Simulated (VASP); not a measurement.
# Mg2C (P1) in VASP: a series of runs

Mg2C is run at these levels: PBE, PBEsol; tasks: single point.

All numbers are computed with VASP 6.6.1; they aren't measurements. Logs are shortened: lines on timing, memory, paths and dates and some standing lists are left out, and cuts for length are marked.

## 1. The cell of the first run

The typed cell holds 24 atoms: a = 7.668 Å, b = 7.668 Å, c = 7.668 Å, α = 60.00°, β = 60.00°, γ = 60.00°.

## 2. Single point, PBE

Input file INCAR:

```
SYSTEM = Mg2C
PREC = Accurate
ENCUT = 520
EDIFF = 1E-6
ISMEAR = -1
SIGMA = 0.026
LREAL = Auto
LASPH = .TRUE.
NELM = 100
ALGO = Normal
ISIF = 2
LWAVE = .FALSE.
LCHARG = .FALSE.
GGA = PE
NBANDS = 50
```

Input file KPOINTS:

```
Automatic mesh
0
G
  2 2 2
  0 0 0
```

Input file POSCAR:

```
Mg2C
1.0
    0.0000000000      5.4218852363      5.4218852363
    5.4218852363      0.0000000000      5.4218852363
    5.4218852363      5.4218852363      0.0000000000
C Mg
8 16
Direct
   -0.0173829758      0.0033284548      0.0063386624
    0.0001363917      0.0101537560      0.4976720057
   -0.0026698278      0.5032565945     -0.0030648933
    0.0017429362      0.4985361885      0.5094947384
    0.5004541560     -0.0001449680     -0.0073906028
    0.5047725801     -0.0016151209      0.4959304528
    0.5063187213      0.4915852852      0.0078765961
    0.5072577858      0.4960620490      0.4969659782
    0.1136066097      0.1345908237      0.1248763060
    0.3793970013      0.3738070637      0.3737703606
    0.1254403165      0.1187253090      0.6372840533
    0.3796779921      0.3672260502      0.8575127096
    0.1395671371      0.6366873974      0.1063727790
    0.3576701489      0.8870633166      0.3924257721
    0.1094352747      0.6256002022      0.6422984531
    0.3976095779      0.8747592937      0.8669345246
    0.6169155846      0.1228352263      0.1214952865
    0.8938042376      0.3825901711      0.3615246200
    0.6448580794      0.1238656797      0.6073829224
    0.8656697432      0.3664515041      0.8799474338
    0.6169434347      0.6243469481      0.1370880178
    0.8706288116      0.8654221356      0.3821773073
    0.6269832082      0.6131618164      0.6298056582
    0.8614817165      0.8822929279      0.8772142516
```

Potentials or basis: VASP PAW PBE potentials, release 64 (C, Mg).

Run with:

```bash
cat potpaw_PBE.64/C/POTCAR potpaw_PBE.64/Mg/POTCAR > POTCAR
mpirun -np 1 vasp_std > vasp.out
```

OUTCAR:

```text
SYSTEM = Mg2C
   PREC = Accurate
   ENCUT = 520
   EDIFF = 1E-6
   ISMEAR = -1
   LREAL = Auto
   LASPH = .TRUE.
   NELM = 100
   ISIF = 2
   GGA = PE

 ion  position               nearest neighbor table
   1  0.983  0.003  0.006-  20 2.27  17 2.29  13 2.31  11 2.31  24 2.32  22 2.36   9 2.38  16 2.60

   2  0.000  0.010  0.498-  19 2.23  14 2.24  18 2.33   9 2.34  11 2.34  24 2.38  15 2.41  22 2.44

   3  0.997  0.503  0.997-  15 2.22  18 2.29   9 2.31  24 2.37  21 2.38  12 2.40  20 2.41  13 2.41

   4  0.002  0.499  0.509-  22 2.30  15 2.30  20 2.32  18 2.33  23 2.35  10 2.37  11 2.38  13 2.52

   5  0.500  1.000  0.993-  16 2.22  24 2.26  12 2.30  17 2.31  21 2.35  19 2.41   9 2.42  14 2.51

   6  0.505  0.998  0.496-  14 2.27  22 2.29  16 2.33  17 2.35  10 2.35  19 2.36  11 2.38  23 2.41
[... 20 lines left out ...]
                            11 2.73   9 2.81  24 3.63
  17  0.617  0.123  0.121-   1 2.29   5 2.31   7 2.31   6 2.35  24 2.63  20 2.67  14 2.69  12 2.72
                            10 2.73  22 2.79
  18  0.894  0.383  0.362-   3 2.29   4 2.33   2 2.33   8 2.42   9 2.63  13 2.71  23 2.71  21 2.73
                            19 2.75  11 2.76
  19  0.645  0.124  0.607-   2 2.23   8 2.33   6 2.36   5 2.41  22 2.63  24 2.65  12 2.68  16 2.69
                            10 2.71  18 2.75   9 3.65
  20  0.866  0.366  0.880-   7 2.25   1 2.27   4 2.32   3 2.41  23 2.65  11 2.66  17 2.67   9 2.67
                            15 2.73  21 2.79
  21  0.617  0.624  0.137-   8 2.25   7 2.33   5 2.35   3 2.38  10 2.65  16 2.66  24 2.73  18 2.73
                            20 2.79  14 2.81
  22  0.871  0.865  0.382-   6 2.29   4 2.30   1 2.36   2 2.44  19 2.63  23 2.69  15 2.71  13 2.74
                             9 2.78  17 2.79
  23  0.627  0.613  0.630-   8 2.32   4 2.35   7 2.37   6 2.41  20 2.65  12 2.68  22 2.69  16 2.71
                            18 2.71  14 2.75
  24  0.861  0.882  0.877-   5 2.26   1 2.32   3 2.37   2 2.38  17 2.63  19 2.65  15 2.67  11 2.72
                            21 2.73  13 2.76  16 3.63

  LATTYP: Found a face centered cubic cell.
 ALAT       =    10.8437704726

  Lattice vectors:

 A1 = (   0.0000000000,   5.4218852363,   5.4218852363)
 A2 = (   5.4218852363,   0.0000000000,   5.4218852363)
 A3 = (   5.4218852363,   5.4218852363,   0.0000000000)

Analysis of symmetry for initial positions (statically):
=====================================================================
 Subroutine PRICEL returns:
 Original cell was already a primitive cell.

 Routine SETGRP: Setting up the symmetry group for a
 face centered cubic supercell.

 Subroutine GETGRP returns: Found  1 space group operations
 (whereof  1 operations were pure point group operations)
 out of a pool of 48 trial point group operations.

The static configuration has the point symmetry C_1 .

Analysis of symmetry for dynamics (positions and initial velocities):
=====================================================================
 Subroutine PRICEL returns:
 Original cell was already a primitive cell.

 Routine SETGRP: Setting up the symmetry group for a
 face centered cubic supercell.

 Subroutine GETGRP returns: Found  1 space group operations
 (whereof  1 operations were pure point group operations)
 out of a pool of 48 trial point group operations.

The dynamic configuration has the point symmetry C_1 .

 Subroutine INISYM returns: Found  1 space group operations
 (whereof  1 operations are pure point group operations),
 and found     1 'primitive' translations

----------------------------------------------------------------------------------------

                                     Primitive cell

  volume of cell :     318.7726

  direct lattice vectors                    reciprocal lattice vectors
     0.000000000  5.421885236  5.421885236    -0.092218846  0.092218846  0.092218846
     5.421885236  0.000000000  5.421885236     0.092218846 -0.092218846  0.092218846
     5.421885236  5.421885236  0.000000000     0.092218846  0.092218846 -0.092218846

  length of vectors
     7.667703635  7.667703635  7.667703635     0.159727727  0.159727727  0.159727727

  position of ions in fractional coordinates (direct lattice)
     0.982617024  0.003328455  0.006338662
     0.000136392  0.010153756  0.497672006
     0.997330172  0.503256595  0.996935107
     0.001742936  0.498536188  0.509494738
     0.500454156  0.999855032  0.992609397
     0.504772580  0.998384879  0.495930453
[... 16 lines left out ...]
     0.626983208  0.613161816  0.629805658
     0.861481717  0.882292928  0.877214252

  ion indices of the primitive-cell ions
   primitive index   ion index
                 1           1
                 2           2
                 3           3
                 4           4
                 5           5
                 6           6
[... 16 lines left out ...]
                23          23
                24          24

----------------------------------------------------------------------------------------

 KPOINTS: Automatic mesh

Automatic generation of k-mesh.
 Grid dimensions read from file:
 generate k-points for:    2    2    2

 Generating k-lattice:

  Cartesian coordinates                     Fractional coordinates (reciprocal lattice)
    -0.046109423  0.046109423  0.046109423     0.500000000  0.000000000  0.000000000
     0.046109423 -0.046109423  0.046109423     0.000000000  0.500000000  0.000000000
     0.046109423  0.046109423 -0.046109423     0.000000000  0.000000000  0.500000000

  Length of vectors
     0.079863863  0.079863863  0.079863863

  Shift w.r.t. Gamma in fractional coordinates (k-lattice)
     0.000000000  0.000000000  0.000000000

 Subroutine IBZKPT returns following result:
 ===========================================

 Found      8 irreducible k-points:

 Following reciprocal coordinates:
            Coordinates               Weight
  0.000000  0.000000  0.000000      1.000000
  0.500000  0.000000  0.000000      1.000000
  0.000000  0.500000  0.000000      1.000000
  0.000000  0.000000  0.500000      1.000000
  0.500000  0.500000  0.500000      1.000000
  0.500000  0.500000  0.000000      1.000000
  0.000000  0.500000  0.500000      1.000000
  0.500000  0.000000  0.500000      1.000000
   k-points           NKPTS =      8   k-points in BZ     NKDIM =      8   number of bands    NBANDS=     50
   number of dos      NEDOS =    301   number of ions     NIONS =     24
   total plane-waves  NPLWV = 216000
   dimension x,y,z NGX =    60 NGY =   60 NGZ =   60
   dimension x,y,z NGXF=   120 NGYF=  120 NGZF=  120
   ions per type =               8  16
   NGX,Y,Z   is equivalent  to a cutoff of  13.01, 13.01, 13.01 a.u.
   NGXF,Y,Z  is equivalent  to a cutoff of  26.02, 26.02, 26.02 a.u.
 SYSTEM =  Mg2C
   PREC   = accura    normal or accurate (medium, high low for compatibility)
   ISTART =      0    job   : 0-new  1-cont  2-samecut
   ICHARG =      2    charge: 1-file 2-atom 10-const
   ISPIN  =      1    spin polarized calculation?
   LNONCOLLINEAR =      F non collinear calculations
   LSORBIT =      F    spin-orbit coupling
   LASPH  =      T    aspherical Exc in radial PAW
   ENCUT  =  520.0 eV  38.22 Ry    6.18 a.u.  14.26 14.26 14.26*2*pi/ulx,y,z
   NELM   =    100;   NELMIN=  2; NELMDL= -5     # of ELM steps
   EDIFF  = 0.1E-05   stopping-criterion for ELM
   LREAL  =      T    real-space projection
   EDIFFG = 0.1E-04   stopping-criterion for IOM
   NSW    =      0    number of steps for IOM
   IBRION =     -1    ionic relax: 0-MD 1-quasi-New 2-CG
   NFREE  =      0    steps in history (QN), initial steepest desc. (CG)
   ISIF   =      2    stress and relaxation
   ISYM   =      2    0-nonsym 1-usesym 2-fastsym
   POTIM  = 0.5000    time-step for ionic-motion
   TEBEG  =    0.0;   TEEND  =   0.0 temperature during run
   PSTRESS=    0.0 pullay stress
   NELECT =      64.0000    total number of electrons
   NUPDOWN=      -1.0000    fix difference up-down
   EMIN   =  10.00;   EMAX   =-10.00  energy-range for DOS
   EFERMI =   0.00;   METHOD = LEGACY
   ISMEAR =    -1;   SIGMA  =   0.03  broadening in eV -4-tet -1-fermi 0-gaus
   EFERMI_NEDOS =   21; number of points for ismear=-14 and -15
   IALGO  =     38    algorithm
   IMIX   =      4    mixing-type and parameters
     AMIX     =   0.40;   BMIX     =  1.00
     AMIX_MAG =   1.60;   BMIX_MAG =  1.00
  volume/ion in A,a.u.               =      13.28        89.63
  Fermi-wavevector in a.u.,A,eV,Ry     =   0.958608  1.811507 12.502799  0.918930
  Thomas-Fermi vector in A             =   2.087731
   LORBIT       =      0    0 simple, 1 ext, 2 COOP (PROOUT), +10 PAW based schemes
   GGA     = PE    functional components
   LHFCALC =     F    Hartree Fock is set to
   AEXX    =    0.0000 exact exchange contribution
   IVDW    =     0    specifies the selected vdW correction
   LEPSILON=     F    determine dielectric tensor
   LRPA    =     F    only Hartree local field effects (RPA)
 non-spin polarized calculation
  energy-cutoff  :      520.00
  volume of cell :      318.77
 maximum number of plane-waves:      8616
 NGX is ok and might be reduce to    60
   NGX = 29   NGY = 29   NGZ = 29

 number of electron      64.0000001 magnetization

 Free energy of the ion-electron system (eV)
  ---------------------------------------------------
  ext. energy  EPLUGINS =         0.00000000
  ---------------------------------------------------
  free energy    TOTEN  =       -90.75952080 eV

  energy without entropy =      -90.75951831  energy(sigma->0) =      -90.75951955

 E-fermi :   4.1303     XC(G=0):  -9.9301

 val. band max:        3.8287458589   @ k =   0.0000   0.0000   0.0000
 cond. band min:       4.4202027248   @ k =   0.0000   0.0000   0.0000
 fundamental gap:      0.5914568660
 Fermi energy:         4.1303202279

 k-point     1 :       0.0000    0.0000    0.0000
  band No.  band energies     occupation
      1      -6.9162      2.00000
      2      -5.4360      2.00000
      3      -5.3965      2.00000
      4      -5.3447      2.00000
      5      -5.3080      2.00000
      6      -4.9230      2.00000
[... 365 lines left out ...]
     43       8.7160      0.00000
     44       8.7366      0.00000
 [bands above 44 left out]

------------------------ aborting loop because EDIFF is reached ----------------------------------------

  FORCE on cell =-STRESS in cart. coord.  units (eV):
  Direction    XX          YY          ZZ          XY          YZ          ZX
  --------------------------------------------------------------------------------------
  -------------------------------------------------------------------------------------
  Total        4.9382083      4.2886153      4.5996201     -0.0033547      0.4195551     -0.5206944
  in kB       24.8198430     21.5549347     23.1180705     -0.0168612      2.1087188     -2.6170529
  external PRESSURE =      23.1642828 kB  Pullay stress =       0.0000000 kB

 VOLUME and BASIS-vectors are now :
 -----------------------------------------------------------------------------
  energy-cutoff  :      520.00
  volume of cell :      318.77
      direct lattice vectors                 reciprocal lattice vectors
     0.000000000  5.421885236  5.421885236    -0.092218846  0.092218846  0.092218846
     5.421885236  0.000000000  5.421885236     0.092218846 -0.092218846  0.092218846
     5.421885236  5.421885236  0.000000000     0.092218846  0.092218846 -0.092218846

 POSITION                                       TOTAL-FORCE (eV/Angst)
 -----------------------------------------------------------------------------------
      0.05241      5.36200      5.34568        -0.340399      0.372160      0.326211
      2.75337      2.69906      0.05579        -0.200764      0.177465     -0.246009
      8.13387     10.81268      8.13601         0.096105      0.233837      0.075540
      5.46543      2.77187      2.71246        -0.240801     -0.211579     -0.022782
     10.80291      8.09522      8.13450         0.311350      0.058536     -0.022541
      8.10201      5.42570      8.14995         0.243308      0.105379     -0.265888
[... 16 lines left out ...]
      6.73923      6.81416      6.72392        -0.031108     -0.274386      0.093742
      9.53985      9.42701      9.45455        -0.142736      0.438956      0.016546
 -----------------------------------------------------------------------------------
    total drift:                                0.000037      0.005638      0.017165

  FREE ENERGIE OF THE ION-ELECTRON SYSTEM (eV)
  ---------------------------------------------------
  free  energy   TOTEN  =       -90.7595207977 eV

  energy  without entropy=      -90.7595183072  energy(sigma->0) =      -90.75951955
```

It took 3.9 min on 1 thread of Intel Xeon Platinum 8488C (Sapphire Rapids), shared host; peak memory 0.49 GiB.

What came out:

```
Free energy            : -90.7595 eV
Pressure               : 2.3 GPa
Largest force          : 1.129 eV/Å
Band gap on the k mesh : 0.59 eV
```

Forces on the atoms (eV/Å):
```
C   -0.340  0.372  0.326
C   -0.201  0.177 -0.246
C    0.096  0.234  0.076
C   -0.241 -0.212 -0.023
C    0.311  0.059 -0.023
C    0.243  0.105 -0.266
C    0.034 -0.660  0.060
C    0.292 -0.067 -0.037
Mg  -0.613  0.261 -0.252
Mg   0.342 -0.063 -0.407
Mg   0.402 -0.157  0.172
Mg   0.450  0.294 -0.183
Mg  -0.090 -0.036 -0.303
Mg  -1.124  0.014 -0.110
Mg  -0.653 -0.282  0.324
Mg   0.143 -0.287 -0.152
Mg   0.363  0.319 -0.001
Mg   0.449  0.102 -0.220
Mg   0.459 -0.399  0.117
Mg   0.403  0.154  0.400
Mg  -0.089  0.175  0.307
Mg  -0.462 -0.268  0.331
Mg  -0.031 -0.274  0.094
Mg  -0.143  0.439  0.017
```

Stress tensor (GPa, compression positive):
```
 2.48  0.00 -0.26
 0.00  2.16  0.21
-0.26  0.21  2.31
```

Caveat: the k points lie up to 0.50 Å⁻¹ apart; forces of over 1 eV/Å act on the atoms, so gaps and moduli don't describe the material at rest.

## 3. Single point, PBEsol

Input file INCAR:

```
SYSTEM = Mg2C
PREC = Accurate
ENCUT = 520
EDIFF = 1E-7
ISMEAR = -1
SIGMA = 0.112
LREAL = Auto
LASPH = .TRUE.
NELM = 60
ALGO = Normal
ISIF = 2
LWAVE = .FALSE.
LCHARG = .TRUE.
GGA = PS
LELF = .TRUE.
LVHAR = .TRUE.
NBANDS = 50
```

Input file KPOINTS:

```
regular mesh
0
G
  2 2 2
  0 0 0
```

Input file POSCAR:

```
Mg2C
1.0
    0.0000000000      5.4218852363      5.4218852363
    5.4218852363      0.0000000000      5.4218852363
    5.4218852363      5.4218852363      0.0000000000
C Mg
8 16
Direct
    0.0331950036      0.0002120111      0.0089772280
   -0.0089345307     -0.0056795743      0.5209212067
   -0.0034426217      0.5063029519      0.0050046246
    0.0246577517      0.5012517568      0.4721391893
    0.4732204553      0.0093491466      0.0011748681
    0.5037616772     -0.0063778554      0.4905845262
    0.4965852988      0.5261499231     -0.0119367152
    0.4730638677      0.4926965223      0.5192778669
    0.1140022286      0.1079593120      0.1287358492
    0.3722992856      0.3813857929      0.3727897054
    0.1368263008      0.1187427384      0.6208249259
    0.3853255665      0.3638643966      0.8781185496
    0.1143008332      0.6424770810      0.1072136304
    0.3793699812      0.8887251002      0.3623557885
    0.1285902356      0.6235149496      0.6303926312
    0.3621410108      0.8686971034      0.8772516925
    0.6310788316      0.1265854901      0.1203756575
    0.8806598244      0.3720201391      0.3858269603
    0.6232703852      0.1242537366      0.6234081602
    0.8848578107      0.3796368625      0.8709842230
    0.6236698773      0.6310398230      0.1285153539
    0.8821203865      0.8745617610      0.3759444199
    0.6248035236      0.6097246356      0.6286531071
    0.8635179086      0.8749150514      0.8834818133
```

Potentials or basis: VASP PAW PBE potentials, release 64 (C, Mg).

Run with:

```bash
cat potpaw_PBE.64/C/POTCAR potpaw_PBE.64/Mg/POTCAR > POTCAR
mpirun -np 1 vasp_std > vasp.out
```

Wall time 4.4 min (1 thread of Intel Xeon Platinum 8488C (Sapphire Rapids), shared host); peak memory 0.49 GiB.

Results (log left out):

| Quantity | Value |
| --- | --- |
| Free energy | -96.6027 eV |
| Pressure | 2.0 GPa |
| Largest force | 4.143 eV/Å |
| Band gap on the k mesh | 0.60 eV |

Forces on the atoms (eV/Å):
```
C   -0.907 -3.196 -2.476
C   -0.212 -0.365  0.381
C   -0.007 -0.263 -0.287
C    1.017  0.010 -1.119
C   -0.384  1.239  0.744
C    0.163  0.152  0.332
C   -1.087  0.848 -0.822
C   -0.629  0.653  1.422
Mg   2.037  1.521  2.406
Mg  -0.361 -0.298  0.149
Mg   0.295 -0.191 -0.078
Mg   0.628 -0.564 -0.688
Mg  -0.173  1.265 -0.419
Mg   0.079  0.080 -0.746
Mg   0.309 -0.134  0.218
Mg  -0.501  0.924  1.671
Mg   0.579  0.239  0.188
Mg  -0.839 -0.399  0.048
Mg   0.030 -0.165 -0.373
Mg   0.180 -0.272 -0.034
Mg  -0.308 -0.163 -0.480
Mg  -0.039  0.130 -1.068
Mg   0.582 -0.419  0.706
Mg  -0.450 -0.633  0.326
```

Stress tensor (GPa, compression positive):
```
1.94 0.07 0.33
0.07 1.98 0.88
0.33 0.88 2.02
```

Levels at points of the mesh, in eV from the valence-band top:
```
           k point  band 28  band 29  band 30  band 31  band 32  band 33  band 34  band 35  band 36  band 37
(0.00, 0.00, 0.00)    -0.41    -0.33    -0.07    -0.02     0.00     0.60     0.69     0.84     1.43     3.11
(0.50, 0.00, 0.00)    -0.97    -0.39    -0.25    -0.22    -0.18     2.15     2.35     2.50     2.57     2.62
(0.00, 0.50, 0.00)    -0.95    -0.38    -0.32    -0.21    -0.16     2.05     2.20     2.49     2.57     2.67
(0.00, 0.00, 0.50)    -1.00    -0.37    -0.31    -0.23    -0.15     2.01     2.12     2.50     2.62     2.65
(0.50, 0.50, 0.50)    -0.99    -0.33    -0.27    -0.17    -0.14     2.05     2.34     2.44     2.56     2.68
(0.50, 0.50, 0.00)    -0.84    -0.58    -0.53    -0.44    -0.38     2.56     2.67     2.95     3.09     3.73
(0.00, 0.50, 0.50)    -0.81    -0.57    -0.51    -0.45    -0.38     2.45     2.65     2.94     3.12     3.54
(0.50, 0.00, 0.50)    -0.83    -0.53    -0.50    -0.45    -0.39     2.44     2.81     2.97     3.12     3.85
```

Caveat: the k points lie up to 0.50 Å⁻¹ apart; the atoms stand as in a frame of molecular dynamics; the PAW data sets were made with another functional, which shifts forces and pressure a little.
